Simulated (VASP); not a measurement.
# TaS2 (P-3m1) in VASP: notebook

TaS2 is run at these levels: LDA; tasks: electric field gradients.

All numbers are computed with VASP 6.6.1; they aren't measurements. Logs are shortened: lines on timing, memory, paths and dates and some standing lists are left out, and cuts for length are marked.

### Step 1. The cell of the first run

The structure is trigonal, space group P-3m1 (No. 164). Conventional cell: a = 3.350 Å, b = 3.350 Å, c = 5.860 Å, α = 90.00°, β = 90.00°, γ = 120.00°. Within 3.2 Å of Ta (site symmetry -3m) lie 6 S at 2.43 Å. Within 3.2 Å of S (site symmetry 3m) lie 3 Ta at 2.43 Å.

### Step 2. Electric field gradients, LDA

File INCAR:

```
SYSTEM = TaS2
ALGO = Normal
EDIFF = 1E-8
ENCUT = 400
GGA_COMPAT = .FALSE.
ISIF = 2
ISMEAR = -1
LASPH = .TRUE.
LCHARG = .FALSE.
LEFG = .TRUE.
LREAL = .FALSE.
LWAVE = .FALSE.
NBANDS = 18
NELM = 120
PREC = Accurate
SIGMA = 0.03
```

File KPOINTS:

```
k-points
0
G
  9 9 5
  0 0 0
```

File POSCAR:

```
TaS2
1.0
    3.3500021206      0.0000000000      0.0000000000
   -1.6750010603      2.9011869392      0.0000000000
    0.0000000000      0.0000000000      5.8600000000
Ta S
1 2
Direct
    0.0000000000      0.0000000000      0.0000000000
    0.3333333333      0.6666666667      0.2500000000
    0.6666666667      0.3333333333      0.7500000000
```

Potentials or basis: VASP PAW LDA potentials, release 64 (Ta_pv, S).

The run is started by

```sh
cat potpaw_LDA.64/Ta_pv/POTCAR potpaw_LDA.64/S/POTCAR > POTCAR
mpirun -np 1 vasp_std > vasp.out
```

OUTCAR:

```text
SYSTEM = TaS2
   EDIFF = 1E-8
   ENCUT = 400
   ISIF = 2
   ISMEAR = -1
   LASPH = .TRUE.
   LREAL = .FALSE.
   NELM = 120
   PREC = Accurate

 ion  position               nearest neighbor table
   1  0.000  0.000  0.000-   2 2.43   3 2.43   3 2.43   2 2.43   3 2.43   2 2.43
   2  0.333  0.667  0.250-   1 2.43   1 2.43   1 2.43
   3  0.667  0.333  0.750-   1 2.43   1 2.43   1 2.43

  LATTYP: Found a hexagonal cell.
 ALAT       =     3.3500021206
 C/A-ratio  =     1.7492526240

  Lattice vectors:

 A1 = (   3.3500021206,   0.0000000000,   0.0000000000)
 A2 = (  -1.6750010603,   2.9011869392,   0.0000000000)
 A3 = (   0.0000000000,   0.0000000000,   5.8600000000)

Analysis of symmetry for initial positions (statically):
=====================================================================
 Subroutine PRICEL returns:
 Original cell was already a primitive cell.

 Routine SETGRP: Setting up the symmetry group for a
 hexagonal supercell.

 Subroutine GETGRP returns: Found 12 space group operations
 (whereof 12 operations were pure point group operations)
 out of a pool of 24 trial point group operations.

The static configuration has the point symmetry D_3d.

Analysis of symmetry for dynamics (positions and initial velocities):
=====================================================================
 Subroutine PRICEL returns:
 Original cell was already a primitive cell.

 Routine SETGRP: Setting up the symmetry group for a
 hexagonal supercell.

 Subroutine GETGRP returns: Found 12 space group operations
 (whereof 12 operations were pure point group operations)
 out of a pool of 24 trial point group operations.

The dynamic configuration has the point symmetry D_3d.

 Subroutine INISYM returns: Found 12 space group operations
 (whereof 12 operations are pure point group operations),
 and found     1 'primitive' translations

----------------------------------------------------------------------------------------

                                     Primitive cell

  volume of cell :      56.9532

  direct lattice vectors                    reciprocal lattice vectors
     3.350002121  0.000000000  0.000000000     0.298507274  0.172343255  0.000000000
    -1.675001060  2.901186939  0.000000000     0.000000000  0.344686510  0.000000000
[... 125 lines left out ...]
 number of electron      23.0000001 magnetization

 Free energy of the ion-electron system (eV)
  ---------------------------------------------------
  ext. energy  EPLUGINS =         0.00000000
  ---------------------------------------------------
  free energy    TOTEN  =       -25.43717550 eV

  energy without entropy =      -25.43071993  energy(sigma->0) =      -25.43394771

 E-fermi :   5.4796     XC(G=0): -10.8204

 val. band max:        5.4780476197   @ k =   0.0000   0.0000   0.2000
 cond. band min:       5.4880810455   @ k =   0.0000   0.0000   0.0000
 fundamental gap:      0.0100334258
 Fermi energy:         5.4795820346

 k-point     1 :       0.0000    0.0000    0.0000
  band No.  band energies     occupation
      1     -29.5549      2.00000
      2     -29.5290      2.00000
      3     -29.5290      2.00000
      4      -9.5478      2.00000
      5      -7.4308      2.00000
      6      -1.4837      2.00000
[... 481 lines left out ...]
      5      -7.5152      2.00000
      6      -0.3741      2.00000
[... 10 lines left out ...]
     17      12.1789      0.00000
     18      12.9180      0.00000

 [... further k-points ...]
[... 5 lines left out ...]
  --------------------------------------------------------------------------------------
  -------------------------------------------------------------------------------------
  Total        0.0105049      0.0105049      1.8375130      0.0000000      0.0000000      0.0000000
  in kB        0.2955177      0.2955177     51.6919116      0.0000000      0.0000000      0.0000000
  external PRESSURE =      17.4276490 kB  Pullay stress =       0.0000000 kB

 VOLUME and BASIS-vectors are now :
 -----------------------------------------------------------------------------
  energy-cutoff  :      400.00
  volume of cell :       56.95
      direct lattice vectors                 reciprocal lattice vectors
     3.350002121  0.000000000  0.000000000     0.298507274  0.172343255  0.000000000
    -1.675001060  2.901186939  0.000000000     0.000000000  0.344686510  0.000000000
     0.000000000  0.000000000  5.860000000     0.000000000  0.000000000  0.170648464

 POSITION                                       TOTAL-FORCE (eV/Angst)
 -----------------------------------------------------------------------------------
      0.00000      0.00000      0.00000         0.000000      0.000000      0.000000
     -0.00000      1.93412      1.46500        -0.000000      0.000000      0.830598
      1.67500      0.96706      4.39500         0.000000     -0.000000     -0.830598
 -----------------------------------------------------------------------------------
    total drift:                               -0.000000      0.000000      0.000000

  FREE ENERGIE OF THE ION-ELECTRON SYSTEM (eV)
  ---------------------------------------------------
  free  energy   TOTEN  =       -25.4371754956 eV

  energy  without entropy=      -25.4307199310  energy(sigma->0) =      -25.43394771

 Electric field gradients (V/A^2)
---------------------------------------------------------------------
 ion       V_xx      V_yy      V_zz      V_xy      V_xz      V_yz
---------------------------------------------------------------------
   1      73.312    73.311  -146.623    -0.000    -0.000     0.000
   2       8.423     8.422   -16.845    -0.000    -0.000     0.000
   3       8.423     8.422   -16.845    -0.000    -0.000     0.000
---------------------------------------------------------------------

 Electric field gradients after diagonalization (V/A^2)
 (convention: |V_zz| > |V_xx| > |V_yy|)
----------------------------------------------------------------------
 ion       V_xx      V_yy      V_zz     asymmetry (V_yy - V_xx)/ V_zz
----------------------------------------------------------------------
   1      73.312    73.311  -146.623       0.000
   2       8.423     8.422   -16.845       0.000
   3       8.423     8.422   -16.845       0.000
----------------------------------------------------------------------

           NMR quadrupolar parameters

 Cq : quadrupolar parameter    Cq=e*Q*V_zz/h
 eta: asymmetry parameters     (V_yy - V_xx)/ V_zz
 Q  : nuclear electric quadrupole moment in mb (millibarn)
----------------------------------------------------------------------
 ion       Cq(MHz)       eta       Q (mb)
----------------------------------------------------------------------
   1      -0.355       0.000       1.000
   2      -0.041       0.000       1.000
   3      -0.041       0.000       1.000
----------------------------------------------------------------------
```

OSZICAR:

```text
N       E                     dE             d eps       ncg     rms          rms(c)
DAV:   1     0.128744389509E+03    0.12874E+03   -0.10120E+04  1800   0.940E+02
DAV:   2    -0.213618500486E+02   -0.15011E+03   -0.14719E+03  2316   0.260E+02
DAV:   3    -0.269181266732E+02   -0.55563E+01   -0.55279E+01  2362   0.491E+01
DAV:   4    -0.269772543618E+02   -0.59128E-01   -0.59095E-01  2358   0.558E+00
DAV:   5    -0.269782377016E+02   -0.98334E-03   -0.98326E-03  2330   0.685E-01    0.208E+01
DAV:   6    -0.255819939829E+02    0.13962E+01   -0.54217E+00  2048   0.142E+01    0.106E+01
DAV:   7    -0.254605516472E+02    0.12144E+00   -0.66648E-01  2004   0.464E+00    0.445E+00
DAV:   8    -0.254406825176E+02    0.19869E-01   -0.14094E-01  2236   0.226E+00    0.966E-01
DAV:   9    -0.254373604815E+02    0.33220E-02   -0.81844E-03  2214   0.648E-01    0.357E-01
DAV:  10    -0.254371722468E+02    0.18823E-03   -0.22806E-03  2088   0.281E-01    0.817E-02
DAV:  11    -0.254371750148E+02   -0.27681E-05   -0.24694E-04  1946   0.905E-02    0.312E-02
DAV:  12    -0.254371761342E+02   -0.11194E-05   -0.20483E-05  2030   0.345E-02    0.101E-02
DAV:  13    -0.254371754759E+02    0.65829E-06   -0.52796E-06  1986   0.152E-02    0.435E-03
DAV:  14    -0.254371754991E+02   -0.23200E-07   -0.51835E-07  2344   0.460E-03    0.148E-03
DAV:  15    -0.254371754956E+02    0.34943E-08   -0.40514E-08  1910   0.145E-03
   1 F= -.25437175E+02 E0= -.25433948E+02  d E =-.645556E-02
```

stdout:

```text
POSCAR found type information on POSCAR TaS
 POSCAR found :  2 types and       3 ions
 scaLAPACK will be used
 LDA part: xc-table for (Slater(with rela. corr.)+CA(PZ))
 , standard interpolation
 POSCAR, INCAR and KPOINTS ok, starting setup
 FFT: planning ... GRIDC
 FFT: planning ... GRID_SOFT
 FFT: planning ... GRID
 WAVECAR not read
 entering main loop
ion   1

ion   2

ion   3
```

It took 26 s on 1 thread of Intel Xeon 6455B, shared host; peak memory 0.16 GiB.

What came out:

- Free energy: -25.4372 eV
- Pressure: 1.7 GPa
- Largest force: 0.831 eV/Å

Forces in eV/Å, atoms in the order of the input:
```
Ta   0.000  0.000  0.000
S    0.000  0.000  0.831
S    0.000  0.000 -0.831
```

Stress tensor (GPa, compression positive):
```
0.03 0.00 0.00
0.00 0.03 0.00
0.00 0.00 5.17
```

Electric field gradients, principal values (V/Å²):
| atom | least | middle | greatest (by size) |
| --- | --- | --- | --- |
| 1 Ta | 73.311 | 73.312 | -146.623 |
| 2 S | 8.422 | 8.423 | -16.845 |
| 3 S | 8.422 | 8.423 | -16.845 |

Caveat: without QUAD_EFG the Cq values of the log hold for a quadrupole moment of 1 mb, not for the nuclei; spin-orbit coupling is left out, which moves the levels of the heavy elements.

### Step 3. Electric field gradients, LDA

File INCAR:

```
  PREC = Accurate
  ENCUT = 400
  EDIFF = 1E-8
  ISMEAR = -1
  SIGMA = 0.03
  LREAL = F
  LASPH = T
  NELM = 120
  ALGO = Normal
  ISIF = 2
  LWAVE = F
  LCHARG = F
  LEFG = T
  NBANDS = 18
  GGA_COMPAT = F
```

File KPOINTS:

```
Automatic mesh
0
Gamma
  9 9 5
```

POSCAR is that of step 2.

Potentials or basis: VASP PAW LDA potentials, release 64 (Ta_pv, S).

The run is started by

```sh
cat potpaw_LDA.64/Ta_pv/POTCAR potpaw_LDA.64/S/POTCAR > POTCAR
mpirun -np 1 vasp_std > vasp.out
```

OUTCAR:

```text
PREC = Accurate
   ENCUT = 400
   EDIFF = 1E-8
   ISMEAR = -1
   LREAL = F
   LASPH = T
   NELM = 120
   ISIF = 2

 ion  position               nearest neighbor table
   1  0.000  0.000  0.000-   2 2.43   3 2.43   3 2.43   2 2.43   3 2.43   2 2.43
   2  0.333  0.667  0.250-   1 2.43   1 2.43   1 2.43
   3  0.667  0.333  0.750-   1 2.43   1 2.43   1 2.43

  LATTYP: Found a hexagonal cell.
 ALAT       =     3.3500021206
 C/A-ratio  =     1.7492526240

  Lattice vectors:

 A1 = (   3.3500021206,   0.0000000000,   0.0000000000)
 A2 = (  -1.6750010603,   2.9011869392,   0.0000000000)
 A3 = (   0.0000000000,   0.0000000000,   5.8600000000)

Analysis of symmetry for initial positions (statically):
=====================================================================
 Subroutine PRICEL returns:
 Original cell was already a primitive cell.

 Routine SETGRP: Setting up the symmetry group for a
 hexagonal supercell.

 Subroutine GETGRP returns: Found 12 space group operations
 (whereof 12 operations were pure point group operations)
 out of a pool of 24 trial point group operations.

The static configuration has the point symmetry D_3d.

Analysis of symmetry for dynamics (positions and initial velocities):
=====================================================================
 Subroutine PRICEL returns:
 Original cell was already a primitive cell.

 Routine SETGRP: Setting up the symmetry group for a
 hexagonal supercell.

 Subroutine GETGRP returns: Found 12 space group operations
 (whereof 12 operations were pure point group operations)
 out of a pool of 24 trial point group operations.

The dynamic configuration has the point symmetry D_3d.
[... 157 lines left out ...]
  band No.  band energies     occupation
      1     -29.5549      2.00000
      2     -29.5290      2.00000
      3     -29.5290      2.00000
      4      -9.5478      2.00000
      5      -7.4308      2.00000
      6      -1.4837      2.00000
[... 481 lines left out ...]
      5      -7.5152      2.00000
      6      -0.3741      2.00000
[... 10 lines left out ...]
     17      12.1789      0.00000
     18      12.9180      0.00000

 [... further k-points ...]
[... 5 lines left out ...]
  --------------------------------------------------------------------------------------
  -------------------------------------------------------------------------------------
  Total        0.0105049      0.0105049      1.8375130      0.0000000      0.0000000      0.0000000
  in kB        0.2955177      0.2955177     51.6919116      0.0000000      0.0000000      0.0000000
  external PRESSURE =      17.4276490 kB  Pullay stress =       0.0000000 kB

 VOLUME and BASIS-vectors are now :
 -----------------------------------------------------------------------------
  energy-cutoff  :      400.00
  volume of cell :       56.95
      direct lattice vectors                 reciprocal lattice vectors
     3.350002121  0.000000000  0.000000000     0.298507274  0.172343255  0.000000000
    -1.675001060  2.901186939  0.000000000     0.000000000  0.344686510  0.000000000
     0.000000000  0.000000000  5.860000000     0.000000000  0.000000000  0.170648464

 POSITION                                       TOTAL-FORCE (eV/Angst)
 -----------------------------------------------------------------------------------
      0.00000      0.00000      0.00000         0.000000      0.000000      0.000000
     -0.00000      1.93412      1.46500        -0.000000      0.000000      0.830598
      1.67500      0.96706      4.39500         0.000000     -0.000000     -0.830598
 -----------------------------------------------------------------------------------
    total drift:                               -0.000000      0.000000      0.000000

  FREE ENERGIE OF THE ION-ELECTRON SYSTEM (eV)
  ---------------------------------------------------
  free  energy   TOTEN  =       -25.4371754956 eV

  energy  without entropy=      -25.4307199310  energy(sigma->0) =      -25.43394771

 Electric field gradients (V/A^2)
---------------------------------------------------------------------
 ion       V_xx      V_yy      V_zz      V_xy      V_xz      V_yz
---------------------------------------------------------------------
   1      73.312    73.311  -146.623    -0.000    -0.000     0.000
   2       8.423     8.422   -16.845    -0.000    -0.000     0.000
   3       8.423     8.422   -16.845    -0.000    -0.000     0.000
---------------------------------------------------------------------

 Electric field gradients after diagonalization (V/A^2)
 (convention: |V_zz| > |V_xx| > |V_yy|)
----------------------------------------------------------------------
 ion       V_xx      V_yy      V_zz     asymmetry (V_yy - V_xx)/ V_zz
----------------------------------------------------------------------
   1      73.312    73.311  -146.623       0.000
   2       8.423     8.422   -16.845       0.000
   3       8.423     8.422   -16.845       0.000
----------------------------------------------------------------------

           NMR quadrupolar parameters

 Cq : quadrupolar parameter    Cq=e*Q*V_zz/h
 eta: asymmetry parameters     (V_yy - V_xx)/ V_zz
 Q  : nuclear electric quadrupole moment in mb (millibarn)
----------------------------------------------------------------------
 ion       Cq(MHz)       eta       Q (mb)
----------------------------------------------------------------------
   1      -0.355       0.000       1.000
   2      -0.041       0.000       1.000
   3      -0.041       0.000       1.000
----------------------------------------------------------------------
```

stdout:

```text
POSCAR found type information on POSCAR TaS
 POSCAR found :  2 types and       3 ions
 scaLAPACK will be used
 LDA part: xc-table for (Slater(with rela. corr.)+CA(PZ))
 , standard interpolation
 POSCAR, INCAR and KPOINTS ok, starting setup
 FFT: planning ... GRIDC
 FFT: planning ... GRID_SOFT
 FFT: planning ... GRID
 WAVECAR not read
 entering main loop
ion   1

ion   2

ion   3
```

It took 26 s on 1 thread of Intel Xeon 6455B, shared host; peak memory 0.16 GiB.

Results:

| Quantity | Value |
| --- | --- |
| Free energy | -25.4372 eV |
| Pressure | 1.7 GPa |
| Largest force | 0.831 eV/Å |

Forces in eV/Å, atoms in the order of the input:
```
Ta   0.000  0.000  0.000
S    0.000  0.000  0.831
S    0.000  0.000 -0.831
```

Stress tensor (GPa, compression positive):
```
0.03 0.00 0.00
0.00 0.03 0.00
0.00 0.00 5.17
```

Electric field gradients, principal values (V/Å²):
```csv
atom,least,middle,greatest (by size)
1 Ta,73.311,73.312,-146.623
2 S,8.422,8.423,-16.845
3 S,8.422,8.423,-16.845
```

Caveat: without QUAD_EFG the Cq values of the log hold for a quadrupole moment of 1 mb, not for the nuclei; spin-orbit coupling is left out, which moves the levels of the heavy elements.
